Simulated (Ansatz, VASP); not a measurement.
## Al3GaN4: VASP beside Ansatz

```xyz
8
Lattice="4.4512 -0.2424 -0.2424 -0.2424 4.4512 -0.2424 -0.2424 -0.2424 4.4512" Properties=species:S:1:pos:R:3 pbc="T T T"
Al    2.1044    2.1044   -0.2424
Al    2.1044   -0.2424    2.1044
Al   -0.2424    2.1044    2.1044
Ga    0.0000    0.0000    0.0000
N     3.0725    3.0725    0.7753
N     3.0725    0.7753    3.0725
N     0.7753    3.0725    3.0725
N     1.0126    1.0126    1.0126
```

Change from the starting cell: equal engineering shear yz, xz and xy -0.1100, equal normal strain along x, y and z +0.0100.

Alike in both runs: task single point; functional PBEsol; k mesh 6 × 6 × 6; occupations gaussian, width 0.05 eV; no spin polarisation.

|  | VASP | Ansatz |
| --- | --- | --- |
| version | VASP 6.6.1 | Ansatz 0.2.0 |
| potentials or method | VASP PAW PBE potentials, release 64 (Al, Ga_d, N), cutoff 520 eV | scalar-relativistic, plane waves, PAW |
| valence electrons in the cell | 42 | 42 |

Ansatz gave:

```
gap on the k mesh at the Fermi level (eV)                     : 2.46
least direct gap on the mesh (eV)                             : 2.46
pressure (GPa)                                                : 4.2
traceless stress, the component that is largest in VASP (GPa) : 26.11
rms of the force components (eV/Å)                            : 1.800
```

Task: What did VASP give for the same quantities?

Result: gap on the k mesh at the Fermi level (eV): 2.46; least direct gap on the mesh (eV): 2.46; pressure (GPa): 4.3; traceless stress, the component that is largest in VASP (GPa): 26.34; rms of the force components (eV/Å): 1.817.

VASP's potentials were made for PBE, not for PBEsol. Atom by atom the forces differ by 0.036 eV/Å (rms over components). The functional is the same, so the differences come from potentials, cutoffs and numerics.
